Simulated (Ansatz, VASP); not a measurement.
# Cd4S3 in VASP and in Ansatz

```
CELL_PARAMETERS angstrom
5.54018 0.00000 0.00000
0.00000 5.54018 0.00000
0.00000 0.00000 5.54018
ATOMIC_POSITIONS crystal
Cd 0.29150 0.70850 0.29150
Cd 0.70850 0.29150 0.29150
Cd 0.29150 0.29150 0.70850
Cd 0.70850 0.70850 0.70850
S 0.00000 0.00000 0.50000
S 0.50000 0.00000 0.00000
S 0.00000 0.50000 0.00000
```

Change from the starting cell: species swapped into the Sn3As4 type (P-43m, No. 215).

Alike in both runs: functional PBE; k mesh 3 × 3 × 3; occupations gaussian, width 0.2 eV; no spin polarisation.

Ansatz relaxed the structure, and its values are those at the end. VASP's run is a single point on that final structure, the one shown.

|  | VASP | Ansatz |
| --- | --- | --- |
| version | VASP 6.6.1 | Ansatz 0.2.0 |
| potentials or method | VASP PAW PBE potentials, release 64 (Cd, S), cutoff 520 eV | scalar-relativistic, plane waves, PAW |
| valence electrons in the cell | 66 | 98 |

Ansatz gave:

```
gap on the k mesh at the Fermi level (eV) : 1.72
least direct gap on the mesh (eV)         : 2.02
pressure (GPa)                            : 0.6
rms of the force components (eV/Å)        : 0.030
```

**Question.** Which values does VASP return?

**Answer.** gap on the k mesh at the Fermi level (eV): 1.73; least direct gap on the mesh (eV): 2.02; pressure (GPa): 0.9; rms of the force components (eV/Å): 0.017.

VASP's potentials hold 66 valence electrons a cell and Ansatz's 98, so a difference there can come from the potentials and not from the codes.
